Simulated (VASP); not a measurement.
# Ba in VASP: notebook

Ba is run at these levels: r2SCAN; tasks: single point.

All numbers are computed with VASP 6.6.1; they aren't measurements. Logs are shortened: lines on timing, memory, paths and dates and some standing lists are left out, and cuts for length are marked.

## Step 1: The cell of the first run

The cell holds a slab with vacuum, 2 atoms: a = 4.312 Å, b = 4.312 Å, c = 16.913 Å, α = 90.00°, β = 90.00°, γ = 120.00°.

## Step 2: Single point, r2SCAN

Input file POSCAR:

```
Ba
1.0
    4.3116137000      0.0000000000      0.0000000000
   -2.1558068500      3.7339669900      0.0000000000
    0.0000000000      0.0000000000     16.9134133000
Ba
2
Direct
    0.0000000000      0.0000000000      0.3843103627
    0.0000000000      0.0000000000      0.6156896373
```

Input file INCAR.step1:

```
SYSTEM = Ba
ALGO = Normal ; DIPOL = 0.5 0.5 0.500
EDIFF = 1E-4 ; ENCUT = 520
GGA = PE ; IDIPOL = 3
ISMEAR = 1 ; LASPH = .True.
LCHARG = .False. ; LDIPOL = .True.
LREAL = .False. ; LWAVE = .True.
NBANDS = 17 ; NELM = 60
PREC = Accurate ; SIGMA = 0.1
```

Input file INCAR.step2:

```
SYSTEM = Ba
ALGO = Normal ; DIPOL = 0.5 0.5 0.500
EDIFF = 1E-6 ; ENCUT = 520
IDIPOL = 3 ; ISIF = 2
ISMEAR = 1 ; ISTART = 1
LASPH = .True. ; LCHARG = .False.
LDIPOL = .True. ; LMIXTAU = .True.
LREAL = .False. ; LWAVE = .False.
METAGGA = R2SCAN ; NBANDS = 17
NELM = 60 ; PREC = Accurate
SIGMA = 0.1
```

Input file KPOINTS:

```
k-points
0
Gamma
  5 5 1
  0 0 0
```

Potentials or basis: VASP PAW PBE potentials, release 64 (Ba_sv).

Command:

```console
$ cat potpaw_PBE.64/Ba_sv/POTCAR > POTCAR
$ cp INCAR.step1 INCAR
$ mpirun -np 1 vasp_std > vasp.out
$ cp INCAR.step2 INCAR
$ mpirun -np 1 vasp_std > vasp.out
```

OUTCAR:

```text
SYSTEM = Ba
   EDIFF = 1E-6
   ENCUT = 520
   ISIF = 2
   ISMEAR = 1
   ISTART = 1
   LASPH = .True.
   LREAL = .False.
   METAGGA = R2SCAN
   NELM = 60
   PREC = Accurate

 ion  position               nearest neighbor table
   1  0.000  0.000  0.384-   2 3.91
   2  0.000  0.000  0.616-   1 3.91

  LATTYP: Found a hexagonal cell.
 ALAT       =     4.3116137000
 C/A-ratio  =     3.9227571106

  Lattice vectors:

 A1 = (   4.3116137000,   0.0000000000,   0.0000000000)
 A2 = (  -2.1558068500,   3.7339669900,   0.0000000000)
 A3 = (   0.0000000000,   0.0000000000,  16.9134133000)

Analysis of symmetry for initial positions (statically):
=====================================================================
 Subroutine PRICEL returns:
 Original cell was already a primitive cell.

 Routine SETGRP: Setting up the symmetry group for a
 hexagonal supercell.

 Subroutine GETGRP returns: Found 24 space group operations
 (whereof 24 operations were pure point group operations)
 out of a pool of 24 trial point group operations.

The static configuration has the point symmetry D_6h.

Analysis of symmetry for dynamics (positions and initial velocities):
=====================================================================
 Subroutine PRICEL returns:
 Original cell was already a primitive cell.

 Routine SETGRP: Setting up the symmetry group for a
 hexagonal supercell.

 Subroutine GETGRP returns: Found 24 space group operations
 (whereof 24 operations were pure point group operations)
 out of a pool of 24 trial point group operations.

The dynamic configuration has the point symmetry D_6h.

 Subroutine INISYM returns: Found 24 space group operations
 (whereof 24 operations are pure point group operations),
 and found     1 'primitive' translations

----------------------------------------------------------------------------------------

                                     Primitive cell

  volume of cell :     272.2962

  direct lattice vectors                    reciprocal lattice vectors
     4.311613700  0.000000000  0.000000000     0.231931724  0.133905844  0.000000000
    -2.155806850  3.733966990  0.000000000     0.000000000  0.267811687  0.000000000
     0.000000000  0.000000000 16.913413300     0.000000000  0.000000000  0.059124671

  length of vectors
     4.311613700  4.311613695 16.913413300     0.267811687  0.267811687  0.059124671

  position of ions in fractional coordinates (direct lattice)
     0.000000000  0.000000000  0.384310363
     0.000000000  0.000000000  0.615689637

  ion indices of the primitive-cell ions
   primitive index   ion index
                 1           1
                 2           2

----------------------------------------------------------------------------------------

 KPOINTS: k-points

Automatic generation of k-mesh.
 Grid dimensions read from file:
 generate k-points for:    5    5    1

 Generating k-lattice:

  Cartesian coordinates                     Fractional coordinates (reciprocal lattice)
     0.046386345  0.026781169  0.000000000     0.200000000  0.000000000  0.000000000
     0.000000000  0.053562337  0.000000000     0.000000000  0.200000000  0.000000000
     0.000000000  0.000000000  0.059124671     0.000000000  0.000000000  1.000000000

  Length of vectors
     0.053562337  0.053562337  0.059124671

  Shift w.r.t. Gamma in fractional coordinates (k-lattice)
     0.000000000  0.000000000  0.000000000

 Subroutine IBZKPT returns following result:
 ===========================================

 Found      5 irreducible k-points:

 Following reciprocal coordinates:
            Coordinates               Weight
  0.000000  0.000000  0.000000      1.000000
  0.200000 -0.000000  0.000000      6.000000
  0.400000 -0.000000  0.000000      6.000000
  0.200000  0.200000  0.000000      6.000000
  0.400000  0.200000  0.000000      6.000000
   k-points           NKPTS =      5   k-points in BZ     NKDIM =      5   number of bands    NBANDS=     17
   number of dos      NEDOS =    301   number of ions     NIONS =      2
   total plane-waves  NPLWV = 129024
   dimension x,y,z NGX =    32 NGY =   32 NGZ =  126
   dimension x,y,z NGXF=    64 NGYF=   64 NGZF=  252
   ions per type =               2
   NGX,Y,Z   is equivalent  to a cutoff of  12.34, 12.34, 12.38 a.u.
   NGXF,Y,Z  is equivalent  to a cutoff of  24.68, 24.68, 24.77 a.u.
 SYSTEM =  Ba
   PREC   = accura    normal or accurate (medium, high low for compatibility)
   ISTART =      1    job   : 0-new  1-cont  2-samecut
   ICHARG =      0    charge: 1-file 2-atom 10-const
   ISPIN  =      1    spin polarized calculation?
   LNONCOLLINEAR =      F non collinear calculations
   LSORBIT =      F    spin-orbit coupling
   LASPH  =      T    aspherical Exc in radial PAW
   ENCUT  =  520.0 eV  38.22 Ry    6.18 a.u.   8.02  8.02 31.45*2*pi/ulx,y,z
   NELM   =     60;   NELMIN=  2; NELMDL=  0     # of ELM steps
   EDIFF  = 0.1E-05   stopping-criterion for ELM
   LREAL  =      F    real-space projection
   EDIFFG = 0.1E-04   stopping-criterion for IOM
   NSW    =      0    number of steps for IOM
   IBRION =     -1    ionic relax: 0-MD 1-quasi-New 2-CG
   NFREE  =      0    steps in history (QN), initial steepest desc. (CG)
   ISIF   =      2    stress and relaxation
   ISYM   =      2    0-nonsym 1-usesym 2-fastsym
   POTIM  = 0.5000    time-step for ionic-motion
   TEBEG  =    0.0;   TEEND  =   0.0 temperature during run
   PSTRESS=    0.0 pullay stress
   NELECT =      20.0000    total number of electrons
   NUPDOWN=      -1.0000    fix difference up-down
   EMIN   =  10.00;   EMAX   =-10.00  energy-range for DOS
   EFERMI =   0.00;   METHOD = LEGACY
   ISMEAR =     1;   SIGMA  =   0.10  broadening in eV -4-tet -1-fermi 0-gaus
   EFERMI_NEDOS =   21; number of points for ismear=-14 and -15
   IALGO  =     38    algorithm
   IMIX   =      4    mixing-type and parameters
     AMIX     =   0.40;   BMIX     =  1.00
     AMIX_MAG =   1.60;   BMIX_MAG =  1.00
  volume/ion in A,a.u.               =     136.15       918.77
  Fermi-wavevector in a.u.,A,eV,Ry     =   0.685600  1.295597  6.395387  0.470048
  Thomas-Fermi vector in A             =   1.765588
   LORBIT       =      0    0 simple, 1 ext, 2 COOP (PROOUT), +10 PAW based schemes
   METAGGA = R2SCAN    functional components
   LHFCALC =     F    Hartree Fock is set to
   AEXX    =    0.0000 exact exchange contribution
   IVDW    =     0    specifies the selected vdW correction
   LEPSILON=     F    determine dielectric tensor
   LRPA    =     F    only Hartree local field effects (RPA)
 non-spin polarized calculation
 Methfessel and Paxton  Order N= 1 SIGMA  =   0.10
  energy-cutoff  :      520.00
  volume of cell :      272.30
 maximum number of plane-waves:      7348
   NGX = 17   NGY = 17   NGZ = 63

 dipolmoment           0.000000      0.000000     -0.000000 electrons x Angstroem

 number of electron      20.0000001 magnetization

 dipolmoment           0.000000      0.000000      0.000000 electrons x Angstroem

 Free energy of the ion-electron system (eV)
  ---------------------------------------------------
  ext. energy  EPLUGINS =         0.00000000
  ---------------------------------------------------
  free energy    TOTEN  =       -51.76514770 eV

  energy without entropy =      -51.75889177  energy(sigma->0) =      -51.76306239

 E-fermi :  -0.4557     XC(G=0):  -4.3967

 val. band max:       -0.4689148439   @ k =   0.4000   0.2000   0.0000
 cond. band min:      -0.4386487859   @ k =   0.2000   0.2000   0.0000
 fundamental gap:      0.0302660579
 Fermi energy:        -0.4557480148

 k-point     1 :       0.0000    0.0000    0.0000
  band No.  band energies     occupation
      1     -30.6292      2.00000
      2     -30.5958      2.00000
      3     -15.6846      2.00000
      4     -15.3112      2.00000
      5     -15.1050      2.00000
      6     -15.1050      2.00000
      7     -15.0684      2.00000
      8     -15.0684      2.00000
      9      -2.8685      2.00000
     10      -2.0138      2.00000
     11      -0.0663     -0.00000
     12       0.2733     -0.00000
     13       0.3245     -0.00000
     14       1.6002      0.00000
     15       1.6002      0.00000
     16       1.9015      0.00000
     17       1.9015      0.00000

 k-point     2 :       0.2000   -0.0000    0.0000
  band No.  band energies     occupation
      1     -30.6136      2.00000
      2     -30.5805      2.00000
      3     -15.6542      2.00000
      4     -15.2898      2.00000
      5     -15.2873      2.00000
      6     -15.2410      2.00000
      7     -15.1455      2.00000
      8     -15.1074      2.00000
      9      -2.1924      2.00000
     10      -1.3684      2.00000
     11      -0.2114     -0.00297
     12       0.4348     -0.00000
     13       0.6520     -0.00000
     14       0.8528     -0.00000
     15       1.2681     -0.00000
     16       2.1612      0.00000
     17       2.2708      0.00000

 k-point     3 :       0.4000   -0.0000    0.0000
  band No.  band energies     occupation
      1     -30.5881      2.00000
      2     -30.5557      2.00000
      3     -15.6044      2.00000
      4     -15.5638      2.00000
      5     -15.5087      2.00000
      6     -15.2499      2.00000
      7     -15.2096      2.00000
      8     -15.1695      2.00000
      9      -1.1805      2.00000
     10      -0.6985      2.00318
     11      -0.5520      2.04160
     12       0.3346     -0.00000
     13       0.4388     -0.00000
     14       1.1729     -0.00000
     15       2.1393      0.00000
     16       2.2771      0.00000
     17       2.7006      0.00000

 k-point     4 :       0.2000    0.2000    0.0000
  band No.  band energies     occupation
      1     -30.5930      2.00000
      2     -30.5605      2.00000
      3     -15.6140      2.00000
      4     -15.4671      2.00000
      5     -15.4160      2.00000
      6     -15.2568      2.00000
      7     -15.2470      2.00000
      8     -15.2051      2.00000
      9      -1.1573      2.00000
     10      -0.4386      0.71523
     11      -0.3691     -0.01022
     12       0.1372     -0.00000
     13       0.5987     -0.00000
     14       0.9561     -0.00000
     15       1.3602     -0.00000
     16       1.5772      0.00000
     17       2.6292      0.00000

 k-point     5 :       0.4000    0.2000    0.0000
  band No.  band energies     occupation
      1     -30.5802      2.00000
      2     -30.5480      2.00000
      3     -15.5888      2.00000
      4     -15.5499      2.00000
      5     -15.4955      2.00000
      6     -15.3345      2.00000
      7     -15.2891      2.00000
      8     -15.2381      2.00000
      9      -0.5487      2.03246
     10      -0.4689      1.22073
     11       0.0969     -0.00000
     12       0.4625     -0.00000
     13       0.6406     -0.00000
     14       0.8556     -0.00000
     15       0.9915     -0.00000
     16       2.2619      0.00000
     17       2.3784      0.00000

------------------------ aborting loop because EDIFF is reached ----------------------------------------

 vacuum level on the upper side and lower side of the slab       (xc-potential included)        -0.140        -0.140

  FORCE on cell =-STRESS in cart. coord.  units (eV):
  Direction    XX          YY          ZZ          XY          YZ          ZX
  --------------------------------------------------------------------------------------
  -------------------------------------------------------------------------------------
  Total        0.0061564      0.0061564     -0.0722944      0.0000000      0.0000000     -0.0000000
  in kB        0.0362240      0.0362240     -0.4253767      0.0000000      0.0000000     -0.0000000
  external PRESSURE =      -0.1176429 kB  Pullay stress =       0.0000000 kB

 VOLUME and BASIS-vectors are now :
 -----------------------------------------------------------------------------
  energy-cutoff  :      520.00
  volume of cell :      272.30
      direct lattice vectors                 reciprocal lattice vectors
     4.311613700  0.000000000  0.000000000     0.231931724  0.133905844  0.000000000
    -2.155806850  3.733966990  0.000000000     0.000000000  0.267811687  0.000000000
     0.000000000  0.000000000 16.913413300     0.000000000  0.000000000  0.059124671

 POSITION                                       TOTAL-FORCE (eV/Angst)
 -----------------------------------------------------------------------------------
      0.00000      0.00000      6.50000         0.000000     -0.000000      0.020520
      0.00000      0.00000     10.41341        -0.000000      0.000000     -0.020520
 -----------------------------------------------------------------------------------
    total drift:                               -0.000000      0.000000      0.000000

  FREE ENERGIE OF THE ION-ELECTRON SYSTEM (eV)
  ---------------------------------------------------
  free  energy   TOTEN  =       -51.7651476956 eV

  energy  without entropy=      -51.7588917712  energy(sigma->0) =      -51.76306239

 vacuum level on the upper side and lower side of the slab         1.927         1.927
```

Run time: 2.1 min. Hardware: 1 thread of Intel Xeon Platinum 8375C at 2.90GHz (Ice Lake), shared host; peak memory 0.4 GiB.

Results:

```
Free energy            : -51.7651 eV
Largest force          : 0.021 eV/Å
Band gap on the k mesh : zero (bands 10 and 11 overlap by 0.11 eV)
```

Forces in eV/Å, atoms in the order of the input:
```
Ba   0.000  0.000  0.021
Ba   0.000  0.000 -0.021
```

Caveat: the PAW data sets were made with another functional, which shifts forces and pressure a little; spin-orbit coupling is left out, which moves the levels of the heavy elements.

## Step 3: Single point, r2SCAN

This run uses another cell than the first one.

Input file POSCAR:

```
Ba
1.0
    4.3116137000      0.0000000000      0.0000000000
   -2.1558068500      3.7339669900      0.0000000000
    0.0000000000      0.0000000000     19.9134133000
Ba
2
Direct
    0.0000000000      0.0000000000      0.4017392639
    0.0000000000      0.0000000000      0.5982607361
```

Input file INCAR.step1:

```
  PREC = Accurate
  ENCUT = 520
  ISMEAR = 1
  SIGMA = 0.1
  LREAL = F
  LASPH = T
  NELM = 100
  LDIPOL = T
  IDIPOL = 3
  DIPOL = 0.5 0.5 0.500
  NBANDS = 17
  GGA = PE
  ALGO = Normal
  EDIFF = 1E-4
  LWAVE = T
  LCHARG = F
```

Input file INCAR.step2:

```
  PREC = Accurate
  ENCUT = 520
  EDIFF = 1E-7
  ISMEAR = 1
  SIGMA = 0.1
  LREAL = F
  LASPH = T
  NELM = 100
  ALGO = Normal
  ISIF = 2
  LWAVE = F
  LCHARG = T
  LDIPOL = T
  IDIPOL = 3
  DIPOL = 0.5 0.5 0.500
  METAGGA = R2SCAN
  LMIXTAU = T
  LELF = T
  LVHAR = T
  LVACPOTAV = T
  NBANDS = 17
  ISTART = 1
```

Input file KPOINTS:

```
regular mesh
0
Gamma
  5 5 1
```

Potentials or basis: VASP PAW PBE potentials, release 64 (Ba_sv).

Command:

```console
$ cat potpaw_PBE.64/Ba_sv/POTCAR > POTCAR
$ cp INCAR.step1 INCAR
$ mpirun -np 1 vasp_std > vasp.out
$ cp INCAR.step2 INCAR
$ mpirun -np 1 vasp_std > vasp.out
```

Wall time 4.5 min (1 thread of Intel Xeon Platinum 8375C at 2.90GHz (Ice Lake), shared host); peak memory 0.43 GiB.

The run converged. Its results:

| Property | Result |
| --- | --- |
| Free energy | -51.7656 eV |
| Largest force | 0.020 eV/Å |
| Band gap on the k mesh | zero (bands 10 and 11 overlap by 0.11 eV) |

Forces in eV/Å, atoms in the order of the input:
```
Ba   0.000  0.000  0.020
Ba   0.000  0.000 -0.020
```

Levels at points of the mesh, in eV from the Fermi level:
```csv
k point,band 8,band 9,band 10,band 11,band 12,band 13
"(0.00, 0.00, 0.00)",-14.61,-2.41,-1.56,0.40,0.73,0.76
```

Caveat: the PAW data sets were made with another functional, which shifts forces and pressure a little; spin-orbit coupling is left out, which moves the levels of the heavy elements.
